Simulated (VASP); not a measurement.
# Nb3N in VASP: relaxation of the atoms with PBE

Aim: the relaxation of the atoms of Nb3N with PBE.

Everything below comes from runs of VASP 6.6.1. Logs are shortened: lines on timing, memory, paths and dates and some standing lists are left out, and cuts for length are marked.

## Step 1: The cell of the first run

The cell holds a slab with vacuum, 4 atoms: a = 2.983 Å, b = 2.983 Å, c = 19.745 Å, α = 90.00°, β = 90.00°, γ = 90.00°.

## Step 2: Relaxation of the atoms, PBE

Contents of INCAR:

```
ALGO     = Normal         # electronic algorithm
DIPOL    = 0.5 0.5 0.344
EDIFF    = 1E-7           # SCF threshold, eV
EDIFFG   = -0.025         # ionic threshold
ENCUT    = 520            # plane-wave cutoff, eV
GGA      = PE             # functional
GGA_COMPAT= F            
IBRION   = 2              # ionic algorithm
IDIPOL   = 3            
ISIF     = 2              # what is computed and relaxed
ISMEAR   = 0              # smearing method
LASPH    = T              # aspherical terms in the spheres
LCHARG   = F              # write CHGCAR
LDIPOL   = T            
LREAL    = F              # projectors in reciprocal space
LWAVE    = F              # write WAVECAR
NELM     = 120            # most SCF steps
NELMDL   = -8           
NELMIN   = 4            
NSW      = 36             # ionic steps
PREC     = Accurate       # precision mode
SIGMA    = 0.1            # smearing width, eV
```

Contents of KPOINTS:

```
k-points
0
Gamma
  9 9 1
```

Contents of POSCAR:

```
Nb3N
1.0
    2.9829001615      0.0000000000      0.0000000000
    0.0000000000      2.9829001615      0.0000000000
    0.0000000000      0.0000000000     19.7446861459
Nb N
3 1
Selective dynamics
Direct
    0.5000000000      0.5000000000      0.2025861526  F F F
    0.0000000000      0.0000000000      0.3100743693  F F F
    0.5000000000      0.5000000000      0.4175648114  F F F
    1.0000000000      1.0000000000      0.4449139420  F F T
```

Potentials or basis: VASP PAW PBE potentials, release 64 (Nb_sv, N).

On the command line:

```
$ cat potpaw_PBE.64/Nb_sv/POTCAR potpaw_PBE.64/N/POTCAR > POTCAR
$ mpirun -np 1 vasp_std > vasp.out
```

OUTCAR:

```text
EDIFF = 1E-7
   EDIFFG = -0.025
   ENCUT = 520
   GGA = PE
   IBRION = 2
   ISIF = 2
   ISMEAR = 0
   LASPH = T
   LREAL = F
   NELM = 120
   NELMDL = -8
   NELMIN = 4
   NSW = 36
   PREC = Accurate

 ion  position               nearest neighbor table
   1  0.500  0.500  0.203-   2 2.99   2 2.99   2 2.99   2 2.99
   2  0.000  0.000  0.310-   1 2.99   1 2.99   1 2.99   1 2.99   3 2.99   3 2.99   3 2.99   3 2.99

   3  0.500  0.500  0.418-   4 2.18   4 2.18   4 2.18   4 2.18   2 2.99   2 2.99   2 2.99   2 2.99

   4  0.000  0.000  0.445-   3 2.18   3 2.18   3 2.18   3 2.18

  LATTYP: Found a simple tetragonal cell.
 ALAT       =     2.9829001615
 C/A-ratio  =     6.6192916547

  Lattice vectors:

 A1 = (   2.9829001615,   0.0000000000,   0.0000000000)
 A2 = (   0.0000000000,   2.9829001615,   0.0000000000)
 A3 = (   0.0000000000,   0.0000000000,  19.7446861459)

Analysis of symmetry for initial positions (statically):
=====================================================================
 Subroutine PRICEL returns:
 Original cell was already a primitive cell.

 Routine SETGRP: Setting up the symmetry group for a
 simple tetragonal supercell.

 Subroutine GETGRP returns: Found  8 space group operations
 (whereof  8 operations were pure point group operations)
 out of a pool of 16 trial point group operations.

The static configuration has the point symmetry C_4v.

Analysis of symmetry for dynamics (positions and initial velocities):
=====================================================================
 Subroutine PRICEL returns:
 Original cell was already a primitive cell.

 Routine SETGRP: Setting up the symmetry group for a
 simple tetragonal supercell.

 Subroutine GETGRP returns: Found  8 space group operations
 (whereof  8 operations were pure point group operations)
 out of a pool of 16 trial point group operations.

The dynamic configuration has the point symmetry C_4v.

Analysis of constrained symmetry for selective dynamics:
=====================================================================
 Subroutine PRICEL returns:
 Original cell was already a primitive cell.

 Routine SETGRP: Setting up the symmetry group for a
 simple tetragonal supercell.

 Subroutine GETGRP returns: Found  8 space group operations
 (whereof  8 operations were pure point group operations)
 out of a pool of 16 trial point group operations.

The constrained configuration has the point symmetry C_4v.

 Subroutine INISYM returns: Found  8 space group operations
 (whereof  8 operations are pure point group operations),
 and found     1 'primitive' translations

----------------------------------------------------------------------------------------

                                     Primitive cell

  volume of cell :     175.6822

  direct lattice vectors                    reciprocal lattice vectors
     2.982900161  0.000000000  0.000000000     0.335244207  0.000000000  0.000000000
     0.000000000  2.982900161  0.000000000     0.000000000  0.335244207  0.000000000
     0.000000000  0.000000000 19.744686146     0.000000000  0.000000000  0.050646538

  length of vectors
     2.982900161  2.982900161 19.744686146     0.335244207  0.335244207  0.050646538

  position of ions in fractional coordinates (direct lattice)
     0.500000000  0.500000000  0.202586153
     0.000000000  0.000000000  0.310074369
     0.500000000  0.500000000  0.417564811
     0.000000000  0.000000000  0.444913942

  ion indices of the primitive-cell ions
   primitive index   ion index
                 1           1
                 2           2
                 3           3
                 4           4

[... 30 lines left out ...]
  0.222222  0.000000  0.000000      4.000000
  0.333333  0.000000  0.000000      4.000000
  0.444444  0.000000  0.000000      4.000000
  0.111111  0.111111  0.000000      4.000000
  0.222222  0.111111  0.000000      8.000000
  0.333333  0.111111  0.000000      8.000000
  0.444444  0.111111  0.000000      8.000000
  0.222222  0.222222  0.000000      4.000000
  0.333333  0.222222  0.000000      8.000000
  0.444444  0.222222  0.000000      8.000000
  0.333333  0.333333  0.000000      4.000000
  0.444444  0.333333  0.000000      8.000000
  0.444444  0.444444  0.000000      4.000000
   k-points           NKPTS =     15   k-points in BZ     NKDIM =     15   number of bands    NBANDS=     26
   number of dos      NEDOS =    301   number of ions     NIONS =      4
   total plane-waves  NPLWV =  86400
   dimension x,y,z NGX =    24 NGY =   24 NGZ =  150
   dimension x,y,z NGXF=    48 NGYF=   48 NGZF=  300
   ions per type =               3   1
   NGX,Y,Z   is equivalent  to a cutoff of  13.38, 13.38, 12.63 a.u.
   NGXF,Y,Z  is equivalent  to a cutoff of  26.75, 26.75, 25.26 a.u.
 SYSTEM =  unknown system
   PREC   = accura    normal or accurate (medium, high low for compatibility)
   ISTART =      0    job   : 0-new  1-cont  2-samecut
   ICHARG =      2    charge: 1-file 2-atom 10-const
   ISPIN  =      1    spin polarized calculation?
   LNONCOLLINEAR =      F non collinear calculations
   LSORBIT =      F    spin-orbit coupling
   LASPH  =      T    aspherical Exc in radial PAW
   ENCUT  =  520.0 eV  38.22 Ry    6.18 a.u.   5.55  5.55 36.71*2*pi/ulx,y,z
   NELM   =    120;   NELMIN=  4; NELMDL= -8     # of ELM steps
   EDIFF  = 0.1E-06   stopping-criterion for ELM
   LREAL  =      F    real-space projection
   EDIFFG = -.3E-01   stopping-criterion for IOM
   NSW    =     36    number of steps for IOM
   IBRION =      2    ionic relax: 0-MD 1-quasi-New 2-CG
   NFREE  =      1    steps in history (QN), initial steepest desc. (CG)
   ISIF   =      2    stress and relaxation
   ISYM   =      2    0-nonsym 1-usesym 2-fastsym
   POTIM  = 0.5000    time-step for ionic-motion
   TEBEG  =    0.0;   TEEND  =   0.0 temperature during run
   PSTRESS=    0.0 pullay stress
   NELECT =      44.0000    total number of electrons
   NUPDOWN=      -1.0000    fix difference up-down
   EMIN   =  10.00;   EMAX   =-10.00  energy-range for DOS
   EFERMI =   0.00;   METHOD = LEGACY
   ISMEAR =     0;   SIGMA  =   0.10  broadening in eV -4-tet -1-fermi 0-gaus
   EFERMI_NEDOS =   21; number of points for ismear=-14 and -15
   IALGO  =     38    algorithm
   IMIX   =      4    mixing-type and parameters
     AMIX     =   0.40;   BMIX     =  1.00
     AMIX_MAG =   1.60;   BMIX_MAG =  1.00
  volume/ion in A,a.u.               =      43.92       296.39
  Fermi-wavevector in a.u.,A,eV,Ry     =   1.031929  1.950063 14.488538  1.064878
  Thomas-Fermi vector in A             =   2.166102
   LORBIT       =      0    0 simple, 1 ext, 2 COOP (PROOUT), +10 PAW based schemes
   GGA     = PE    functional components
   LHFCALC =     F    Hartree Fock is set to
   AEXX    =    0.0000 exact exchange contribution
   IVDW    =     0    specifies the selected vdW correction
   LEPSILON=     F    determine dielectric tensor
   LRPA    =     F    only Hartree local field effects (RPA)
 conjugate gradient relaxation of ions
 non-spin polarized calculation
 Gauss-broadening in eV      SIGMA  =   0.10
  energy-cutoff  :      520.00
  volume of cell :      175.68
 maximum number of plane-waves:      4765
 NGX is ok and might be reduce to    24
   NGX = 11   NGY = 11   NGZ = 73

--------------------------------------- Ionic step        1  -------------------------------------------

 number of electron      44.0000008 magnetization

 Free energy of the ion-electron system (eV)
  ---------------------------------------------------
  ext. energy  EPLUGINS =         0.00000000
  ---------------------------------------------------
  free energy    TOTEN  =       -38.89905737 eV

  energy without entropy =      -38.88814205  energy(sigma->0) =      -38.89359971

------------------------ aborting loop because EDIFF is reached ----------------------------------------

 vacuum level on the upper side and lower side of the slab       (xc-potential included)        -0.251        -0.106

  FORCE on cell =-STRESS in cart. coord.  units (eV):
  Direction    XX          YY          ZZ          XY          YZ          ZX
  --------------------------------------------------------------------------------------
  -------------------------------------------------------------------------------------
  Total       -5.5612671     -5.5612671     -1.2782737      0.0000000     -0.0000000      0.0000000
  in kB      -50.7173630    -50.7173630    -11.6575362      0.0000000     -0.0000000      0.0000000
  external PRESSURE =     -37.6974208 kB  Pullay stress =       0.0000000 kB
[... 57 lines left out ...]
  FREE ENERGIE OF THE ION-ELECTRON SYSTEM (eV)
  ---------------------------------------------------
  free  energy   TOTEN  =       -39.0199011105 eV

  energy  without entropy=      -39.0087881734  energy(sigma->0) =      -39.01434464

 dipolmoment           0.000000      0.000000      0.009464 electrons x Angstroem

--------------------------------------- Ionic step        3  -------------------------------------------

 number of electron      44.0000006 magnetization

------------------------ aborting loop because EDIFF is reached ----------------------------------------
[... 33 lines left out ...]
--------------------------------------- Ionic step        4  -------------------------------------------

 number of electron      44.0000007 magnetization

 dipolmoment           0.000000      0.000000     -0.047696 electrons x Angstroem

 Free energy of the ion-electron system (eV)
  ---------------------------------------------------
  ext. energy  EPLUGINS =         0.00000000
  ---------------------------------------------------
  free energy    TOTEN  =       -39.12613567 eV

  energy without entropy =      -39.12143124  energy(sigma->0) =      -39.12378346

 E-fermi :   1.6372     XC(G=0):  -5.2560

 val. band max:        1.5390668972   @ k =   0.3333   0.0000   0.0000
 cond. band min:       1.7495625254   @ k =   0.2222   0.1111   0.0000
 fundamental gap:      0.2104956282
 Fermi energy:         1.6372139398

 k-point     1 :       0.0000    0.0000    0.0000
  band No.  band energies     occupation
      1     -54.0688      2.00000
      2     -53.3397      2.00000
      3     -53.2182      2.00000
      4     -30.1907      2.00000
      5     -29.8993      2.00000
      6     -29.8993      2.00000
[... 424 lines left out ...]
     25       4.1637      0.00000
     26       4.3369      0.00000

------------------------ aborting loop because EDIFF is reached ----------------------------------------

 vacuum level on the upper side and lower side of the slab       (xc-potential included)        -0.593         0.321

  FORCE on cell =-STRESS in cart. coord.  units (eV):
  Direction    XX          YY          ZZ          XY          YZ          ZX
  --------------------------------------------------------------------------------------
  -------------------------------------------------------------------------------------
  Total       -3.5122942     -3.5122942     -0.0359692      0.0000000     -0.0000000      0.0000000
  in kB      -32.0312434    -32.0312434     -0.3280299      0.0000000     -0.0000000      0.0000000
  external PRESSURE =     -21.4635056 kB  Pullay stress =       0.0000000 kB
[... 19 lines left out ...]
  FREE ENERGIE OF THE ION-ELECTRON SYSTEM (eV)
  ---------------------------------------------------
  free  energy   TOTEN  =       -39.1261356728 eV

  energy  without entropy=      -39.1214312431  energy(sigma->0) =      -39.12378346

 reached required accuracy - stopping structural energy minimisation

 vacuum level on the upper side and lower side of the slab         4.701         5.635
```

It took 9.9 min on 1 thread of AMD EPYC 7R43 (Zen 3), shared host; peak memory 0.27 GiB.

Results:

```
Free energy               : -39.1261 eV
Energy gained by relaxing : 56.8 meV/atom
Ionic steps               : 4
Band gap on the k mesh    : zero (bands 22 and 23 overlap by 0.31 eV)
```

Step by step:
| step | energy change (eV) | largest force on free atoms (eV/Å) | pressure (GPa) |
| --- | --- | --- | --- |
| 1 | 0.0000 | 1.7482 | -3.77 |
| 2 | -0.1208 | 1.1341 | -3.28 |
| 3 | -0.2244 | 0.1751 | -1.97 |
| 4 | -0.2271 | 0.0058 | -2.15 |

Final structure:
```cif
data_structure
_symmetry_space_group_name_H-M 'P 1'
_symmetry_Int_Tables_number 1
_cell_length_a 2.9829
_cell_length_b 2.9829
_cell_length_c 19.7447
_cell_angle_alpha 90.000
_cell_angle_beta 90.000
_cell_angle_gamma 90.000
_cell_volume 175.68
loop_
_atom_site_label
_atom_site_type_symbol
_atom_site_fract_x
_atom_site_fract_y
_atom_site_fract_z
_atom_site_occupancy
Nb1 Nb 0.50000 0.50000 0.20259 1
Nb2 Nb 0.00000 0.00000 0.31007 1
Nb3 Nb 0.50000 0.50000 0.41756 1
N1 N 0.00000 0.00000 0.43096 1
```

The gap in the log of VASP goes by the Fermi energy; the results here count the filled bands.